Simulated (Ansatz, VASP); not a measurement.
## One calculation of SnSe, two programs

File POSCAR:

```
SnSe
1.0
   -4.2853274191      0.0000000000      0.0000000000
    0.0000000000     -4.2853274191      0.0000000000
    0.0000000000      0.0000000000     10.8406921300
Sn Se
2 2
Direct
    0.5000000000      0.0000000000      0.3773795530
    0.0000000000      0.5000000000      0.6364572019
    0.5000000000      0.0000000000      0.6245634774
    0.0000000000      0.5000000000      0.3892732775
```

The input INCAR.step1:

```
SYSTEM = SnSe
ALGO     = Normal         ! electronic algorithm
EDIFF    = 1E-4           ! SCF threshold, eV
ENCUT    = 520            ! plane-wave cutoff, eV
GGA      = PE             ! functional
ISMEAR   = 0              ! smearing method
LASPH    = .TRUE.         ! aspherical terms in the spheres
LCHARG   = .FALSE.        ! write CHGCAR
LREAL    = .FALSE.        ! projectors in reciprocal space
LWAVE    = .TRUE.         ! write WAVECAR
NBANDS   = 28             ! bands
NELM     = 80             ! most SCF steps
PREC     = Accurate       ! precision mode
SIGMA    = 0.05           ! smearing width, eV
```

INCAR.step2

```
SYSTEM = SnSe
ALGO     = Normal         ! electronic algorithm
EDIFF    = 1E-6           ! SCF threshold, eV
ENCUT    = 520            ! plane-wave cutoff, eV
ISIF     = 2              ! what is computed and relaxed
ISMEAR   = 0              ! smearing method
ISTART   = 1            
LASPH    = .TRUE.         ! aspherical terms in the spheres
LCHARG   = .FALSE.        ! write CHGCAR
LMIXTAU  = .TRUE.       
LREAL    = .FALSE.        ! projectors in reciprocal space
LWAVE    = .FALSE.        ! write WAVECAR
METAGGA  = R2SCAN         ! meta-GGA
NBANDS   = 28             ! bands
NELM     = 80             ! most SCF steps
PREC     = Accurate       ! precision mode
SIGMA    = 0.05           ! smearing width, eV
```

File KPOINTS:

```
k-points
0
G
  6 6 3
  0 0 0
```

Input for Ansatz:

```yaml
crystal:
  lattice:
    - [-4.2853274191, 0.0, 0.0]
    - [0.0, -4.2853274191, 0.0]
    - [0.0, 0.0, 10.84069213]
  atoms:
    - { symbol: Sn, position: [0.5, 0.0, 0.377379553] }
    - { symbol: Sn, position: [0.0, 0.5, 0.6364572019] }
    - { symbol: Se, position: [0.5, 0.0, 0.6245634774] }
    - { symbol: Se, position: [0.0, 0.5, 0.3892732775] }
basis:
  ecutwfc: 500
kpoints:
  mp_grid: { grid: [6, 6, 3] }
hamiltonian:
  xc: r2scan
scf:
  occupations: { method: gaussian, width: 0.05 }
output:
  forces: true
  stress: true
  eigenvalues: true
```

Alike in both runs: task single point; functional r2SCAN; k mesh 6 × 6 × 3; occupations gaussian, width 0.05 eV; no spin polarisation.

|  | VASP | Ansatz |
| --- | --- | --- |
| version | VASP 6.6.1 | Ansatz 0.2.0 |
| potentials or method | VASP PAW PBE potentials, release 64 (Sn_d, Se), cutoff 520 eV | scalar-relativistic, plane waves, PAW |
| valence electrons in the cell | 40 | 60 |

```csv
,VASP,Ansatz,Ansatz less VASP
gap on the k mesh at the Fermi level (eV),1.77,1.78,+0.006
least direct gap on the mesh (eV),1.77,1.78,+0.006
rms of the force components (eV/Å),0.007,0.006,-0.0015
```

VASP's potentials were made for PBE, not for r2SCAN. Atom by atom the forces differ by 0.008 eV/Å (rms over components). The functional is the same, so the differences come from potentials, cutoffs and numerics. VASP's potentials hold 40 valence electrons a cell and Ansatz's 60, so a difference there can come from the potentials and not from the codes.
